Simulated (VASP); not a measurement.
Write the native input for VASP 6.6.1 that does the following.

```
Task                   : single point
Functional             : PBEsol
Potentials or basis    : VASP PAW PBE potentials, release 64 (Au)
Cutoff                 : 520 eV
k mesh                 : 15 × 15 × 8
Occupations            : fermi-dirac, width 0.05 eV
Spin                   : no spin polarisation
Dipole correction      : no
Further INCAR settings : ALGO = Normal; EDIFF = 1e-06; NBANDS = 18
```

The structure of Au lies in POSCAR:

```
Au
1.0
    2.8611196539      0.0000000000      0.0000000000
   -1.4305598270      2.4778023036      0.0000000000
    0.0000000000      0.0000000000      4.8061745211
Au
2
Direct
    0.3333333333      0.6666666667      0.2500000000
    0.6666666667      0.3333333333      0.7500000000
```

These files were run (other wordings do the same):

INCAR

```
ALGO = Normal ; EDIFF = 1E-6
ENCUT = 520 ; GGA = PS
ISIF = 2 ; ISMEAR = -1
LASPH = T ; LCHARG = T
LELF = T ; LREAL = F
LVHAR = T ; LWAVE = F
NBANDS = 18 ; NELM = 60
PREC = Accurate ; SIGMA = 0.05
```

KPOINTS

```
k-points
0
Gamma
  15 15 8
```

Potentials or basis: VASP PAW PBE potentials, release 64 (Au).

Run with:

```bash
$ cat potpaw_PBE.64/Au/POTCAR > POTCAR
$ mpirun -np 1 vasp_std > vasp.out
```

Results of the run:

The pressure is -0.3 GPa and the band gap on the k mesh is zero (band 11 reaches 13.56 eV, above the bottom of band 12 at 6.64 eV).

Caveat: the PAW data sets were made with another functional, which shifts forces and pressure a little; spin-orbit coupling is left out, which moves the levels of the heavy elements.

Run time: 110 s on 1 thread of AMD EPYC 7571, with other jobs on the host, peak memory 0.17 GiB.
